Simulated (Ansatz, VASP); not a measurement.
**One calculation of Zn2In2Cl5, two programs**

```
CELL_PARAMETERS angstrom
3.08518 -3.45321 0.00000
3.08518 3.45321 0.00000
0.00000 0.00000 10.13888
ATOMIC_POSITIONS crystal
Zn 0.19246 0.19246 0.00000
Zn 0.80754 0.80754 0.00000
In 0.00000 0.00000 0.79688
In 0.00000 0.00000 0.20312
Cl 0.23009 0.76991 0.09035
Cl 0.76991 0.23009 0.09035
Cl 0.76991 0.23009 0.90965
Cl 0.23009 0.76991 0.90965
Cl 0.50000 0.50000 0.00000
```

Alike in both runs: task single point; functional PBE; k mesh 4 × 4 × 2; occupations gaussian, width 0.1 eV; no spin polarisation.

|  | VASP | Ansatz |
| --- | --- | --- |
| version | VASP 6.6.1 | Ansatz 0.2.0 |
| potentials or method | VASP PAW PBE potentials, release 64 (Zn, In_d, Cl), cutoff 520 eV | scalar-relativistic, plane waves, PAW |
| valence electrons in the cell | 85 | 85 |

|  | VASP | Ansatz | Ansatz less VASP |
| --- | --- | --- | --- |
| gap on the k mesh at the Fermi level (eV) | none | none | - |
| rms of the force components (eV/Å) | 8.067 | 8.108 | +0.0409 |

Atom by atom the forces differ by 0.093 eV/Å (rms over components). A gap of «none» marks a metal or a gap that the smearing closes.
